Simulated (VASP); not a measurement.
## FeO: single point with PBEsol

Crystal: FeO.

```
Fe O
1.0
     1.51768    0.87623    2.51579
    -1.51768    0.87623    2.51579
     0.00000   -1.75247    2.51579
Fe O
1 1
Direct
  0.00000 0.00000 0.00000
  0.50000 0.50000 0.50000
```

| Quantity | Value |
| --- | --- |
| Program | VASP 6.6.1 |
| Task | single point |
| Functional | PBEsol |
| Potentials or basis | VASP PAW PBE potentials, release 64 (Fe, O) |
| Cutoff | 520 eV |
| k mesh | 18 × 18 × 18 |
| Occupations | gaussian, width 0.15 eV |
| Spin | collinear spin, ferromagnetic start |
| Starting moments | [3.79, 0.36] μB |
| Dipole correction | no |
| Further INCAR settings | ALGO = Normal; EDIFF = 1e-07; NBANDS = 18 |

* Pressure: -8.7 GPa
* Band gap on the k mesh: zero (filled and empty bands overlap)
* Net moment: 4.00 μB per cell
* Site moments: Fe +3.61; O +0.30 μB
* Valence electrons inside the program's atomic spheres: Fe 6.74; O 4.96

Stress tensor (GPa, compression positive):
```
-8.30  0.00  0.00
 0.00 -8.30  0.00
 0.00  0.00 -9.39
```

Levels at points of the mesh, in eV from the Fermi level:
Spin up:
```csv
k point,band 7,band 8,band 9,band 10,band 11,band 12
"(0.00, 0.00, 0.00)",-3.79,-3.65,-3.65,-0.02,15.22,16.59
"(0.50, 0.00, 0.00)",-2.47,-0.33,-0.30,3.89,8.41,12.20
"(0.50, 0.50, 0.00)",-2.78,-2.77,-2.77,5.14,8.60,10.60
"(0.50, 0.50, 0.50)",-2.53,-0.34,-0.34,4.00,8.19,12.58
```
Spin down:
| k point | band 1 | band 2 | band 3 | band 4 | band 5 | band 6 | band 7 | band 8 | band 9 | band 10 |
| --- | --- | --- | --- | --- | --- | --- | --- | --- | --- | --- |
| (0.00, 0.00, 0.00) | -20.11 | -3.30 | -3.20 | -3.20 | -0.79 | -0.71 | -0.71 | 0.12 | 0.12 | 0.80 |
| (0.50, 0.00, 0.00) | -18.89 | -8.02 | -5.23 | -5.13 | 0.37 | 0.45 | 0.63 | 2.74 | 2.77 | 4.42 |
| (0.50, 0.50, 0.00) | -18.89 | -6.91 | -4.47 | -4.37 | -2.13 | 0.67 | 0.76 | 0.76 | 1.08 | 6.47 |
| (0.50, 0.50, 0.50) | -18.93 | -8.07 | -5.09 | -5.09 | 0.38 | 0.38 | 0.58 | 2.71 | 2.71 | 4.53 |

It took 4.9 min on 1 thread of AMD EPYC 9R45 96-Core Processor (Zen 5) (shared host), peak memory 0.38 GiB.

Caveat: the cell stands under tension; the PAW data sets were made with another functional, which shifts forces and pressure a little; a cell with one magnetic atom can't hold antiferromagnetic order, which such compounds often take; semilocal functionals often make such compounds metallic where correlation or magnetic order opens a gap, which also shifts bond lengths. With open d or f shells a metallic result of PBEsol can be an artefact of self-interaction; +U or a hybrid may open a gap.
